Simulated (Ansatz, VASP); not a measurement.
Hg in VASP and in Ansatz

```
CELL_PARAMETERS angstrom
-1.87674 1.87674 1.91684
1.87674 -1.87674 1.91684
1.87674 1.87674 -1.91684
ATOMIC_POSITIONS crystal
Hg 0.50000 0.50000 0.00000
```

Alike in both runs: task single point; functional LDA; k mesh 8 × 8 × 8; occupations fermi-dirac, width 0.1 eV; non-collinear spin, spin-orbit coupling.

```csv
,VASP,Ansatz
version,VASP 6.6.1,Ansatz 0.2.0
potentials or method,"VASP PAW LDA potentials, release 64 (Hg), cutoff 500 eV","all-electron LAPW, relativistic spinors"
```

VASP gave:

```
pressure (GPa)                                                : -5.0
traceless stress, the component that is largest in VASP (GPa) : -0.14
net moment per atom (μB)                                      : 0.00
```

**Question.** Estimate Ansatz's values.

**Answer.** Pressure (GPa): -5.5; traceless stress, the component that is largest in VASP (GPa): -0.15; net moment per atom (μB): 0.00.

LDA's correlation is that of Perdew and Zunger in VASP and of Perdew and Wang (1992) in Ansatz. Ansatz ran all-electron here, and VASP with PAW potentials.

Noted on Ansatz's run: the k mesh is thin for a metal, which can move the energy by tens of meV per atom.
